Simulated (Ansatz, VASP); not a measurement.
Ge4Pd: VASP beside Ansatz

INCAR

```
SYSTEM = Ge4Pd
PREC = Accurate
ENCUT = 600
EDIFF = 1E-6
ISMEAR = 0
SIGMA = 0.1
LREAL = .False.
LASPH = .True.
NELM = 80
ALGO = Normal
ISIF = 3
LWAVE = .False.
LCHARG = .False.
GGA = PE
IBRION = 2
NSW = 90
EDIFFG = -0.04
```

The input KPOINTS:

```
regular mesh
0
Gamma
  6 6 4
  0 0 0
```

Contents of POSCAR:

```
Ge4Pd
1.0
    4.7163893253      0.0000000000      0.0000000000
   -2.3581946626      4.0845129698      0.0000000000
    0.0000000000      0.0000000000      5.1439762455
Ge Pd
4 1
Direct
    0.3333333333      0.6666666667      0.5000000000
    0.6666666667      0.3333333333      0.5000000000
    0.3333333333      0.6666666667      0.0000000000
    0.6666666667      0.3333333333      0.0000000000
    0.0000000000      0.0000000000      0.5000000000
```

Input for Ansatz:

```yaml
crystal:
  lattice:
    - [4.7163893253, 0.0, 0.0]
    - [-2.3581946626, 4.0845129698, 0.0]
    - [0.0, 0.0, 5.1439762455]
  atoms:
    - { symbol: Ge, position: [0.3333333333, 0.6666666667, 0.5] }
    - { symbol: Ge, position: [0.6666666667, 0.3333333333, 0.5] }
    - { symbol: Ge, position: [0.3333333333, 0.6666666667, 0.0] }
    - { symbol: Ge, position: [0.6666666667, 0.3333333333, 0.0] }
    - { symbol: Pd, position: [0.0, 0.0, 0.5] }
basis:
  ecutwfc: 420
kpoints:
  mp_grid: { grid: [6, 6, 4] }
hamiltonian:
  xc: pbe
scf:
  occupations: { method: gaussian, width: 0.1 }
  lower_state_search: "off"
output:
  forces: true
  stress: true
  eigenvalues: true
relax:
  adjacent_minimum: "off"
  f_tol: 0.04
  max_steps: 70
  cell: { stress_tol: 0.4 }
```

Alike in both runs: task relaxation of cell and atoms; functional PBE; k mesh 6 × 6 × 4; occupations gaussian, width 0.1 eV; no spin polarisation.

|  | VASP | Ansatz |
| --- | --- | --- |
| version | VASP 6.6.1 | Ansatz 0.2.0 |
| potentials or method | VASP PAW PBE potentials, release 64 (Ge_d, Pd), cutoff 600 eV | scalar-relativistic, plane waves, PAW |
| valence electrons in the cell | 66 | 74 |

Ansatz gave:

```
gap on the k mesh at the Fermi level, each at its own relaxed structure (eV) : none
relaxed volume (Å³/atom)                                                     : 19.93
relaxed cell length with the largest relative difference (Å)                 : 5.364
```

Problem. Which values does VASP return?

Solution. gap on the k mesh at the Fermi level, each at its own relaxed structure (eV): none; relaxed volume (Å³/atom): 19.93; relaxed cell length with the largest relative difference (Å): 5.381.

A gap of «none» marks a metal or a gap that the smearing closes. VASP's potentials hold 66 valence electrons a cell and Ansatz's 74, so a difference there can come from the potentials and not from the codes.
